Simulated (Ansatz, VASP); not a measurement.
# Co in VASP and in Ansatz

The input INCAR:

```
SYSTEM = Co
  PREC = Accurate
  ENCUT = 520
  EDIFF = 1E-6
  ISMEAR = -1
  SIGMA = 0.05
  LREAL = .False.
  LASPH = .True.
  NELM = 150
  ALGO = Normal
  ISIF = 2
  LWAVE = .False.
  LCHARG = .False.
  ISPIN = 2
  MAGMOM = 1.777 1.777
  LORBIT = 11
  LMAXMIX = 4
  GGA = RE
  NBANDS = 20
```

File KPOINTS:

```
regular mesh
0
Gamma
  12 12 12
  0 0 0
```

POSCAR

```
Co
1.0
    0.0000000000      2.6271029885      2.6271029885
    2.6271029885      0.0000000000      2.6271029885
    2.6271029885      2.6271029885      0.0000000000
Co
2
Direct
    0.1250000000      0.1250000000      0.1250000000
    0.8750000000      0.8750000000      0.8750000000
```

Input for Ansatz:

```yaml
crystal:
  lattice:
    - [0.0, 2.6271029885, 2.6271029885]
    - [2.6271029885, 0.0, 2.6271029885]
    - [2.6271029885, 2.6271029885, 0.0]
  atoms:
    - { symbol: Co, position: [0.125, 0.125, 0.125], spin: 1.777 }
    - { symbol: Co, position: [0.875, 0.875, 0.875], spin: 1.777 }
hamiltonian:
  xc: revpbe
  pseudopotentials:
    kind: paw
    azcp:
      Co: "pseudopotentials/Co.paw.azcp"
basis:
  ecutwfc: 420
  fft_grid_basis: typed
kpoints:
  mp_grid: { grid: [12, 12, 12], shift: [0, 0, 0] }
magnetization:
  spin_polarized: true
scf:
  occupations: { method: fermi_dirac, width: 0.05 }
  lower_state_search: "off"
output:
  stress: true
  write_density: true
  write_potential: true
  elf: true
  volumetric_format: npy
```

Alike in both runs: task single point; functional revPBE; k mesh 12 × 12 × 12; occupations fermi-dirac, width 0.05 eV; collinear spin.

|  | VASP | Ansatz |
| --- | --- | --- |
| version | VASP 6.6.1 | Ansatz 0.2.0 |
| potentials or method | VASP PAW PBE potentials, release 64 (Co), cutoff 520 eV | plane waves (420 eV) with PAW, scalar-relativistic |
| valence electrons in the cell | 18 | 34 |

VASP gave:

```
pressure (GPa)                                                : -6.3
net moment per atom (μB)                                      : 1.77
size of the moment on the site where the two differ most (μB) : 1.78
```

**Question.** What did Ansatz give for the same quantities?

**Answer.** Pressure (GPa): -6.0; net moment per atom (μB): 1.77; size of the moment on the site where the two differ most (μB): 1.82.

VASP's potentials were made for PBE, not for revPBE. Site moments also hang on the region over which each program counts them. With one functional, cell and mesh, what is left measures potentials, basis and numerics. VASP's potentials hold 18 valence electrons a cell and Ansatz's 34, so a difference there can come from the potentials and not from the codes.
